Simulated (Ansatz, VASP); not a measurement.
**ZnAg2GeSe4 in VASP and in Ansatz**

```xyz
8
Lattice="-2.8383 2.8383 6.1896 2.8383 -2.8383 6.1896 2.8383 2.8383 -6.1896" Properties=species:S:1:pos:R:3 pbc="T T T"
Ag    0.0000    2.8383    3.0948
Ag    2.8383    0.0000    3.0948
Zn    0.0000    0.0000    0.0000
Ge    0.0000    0.0000    6.1896
Se    1.3802    1.3802    7.6013
Se    1.3802   -1.3802    4.7778
Se   -1.3802    1.3802    4.7778
Se    1.4581    1.4581    1.4118
```

Alike in both runs: task single point; functional PBE; k mesh 6 × 6 × 6; occupations fermi-dirac, width 0.02 eV; no spin polarisation.

|  | VASP | Ansatz |
| --- | --- | --- |
| version | VASP 6.6.1 | Ansatz 0.2.0 |
| potentials or method | VASP PAW PBE potentials, release 64 (Ag, Zn, Ge_d, Se) | plane waves, PAW |
| plane-wave cutoff (eV) | 520 | 420 |
| valence electrons in the cell | 72 | 128 |

VASP gave:

* pressure (GPa): 1.7
* traceless stress, the component that is largest in VASP (GPa): 0.16
* rms of the force components (eV/Å): 0.031

Question: Estimate Ansatz's values.

Answer: Pressure (GPa): 1.7; traceless stress, the component that is largest in VASP (GPa): 0.16; rms of the force components (eV/Å): 0.029.

Atom by atom the forces differ by 0.005 eV/Å (rms over components). With one functional, cell and mesh, what is left measures potentials, basis and numerics. VASP's potentials hold 72 valence electrons a cell and Ansatz's 128, so a difference there can come from the potentials and not from the codes.
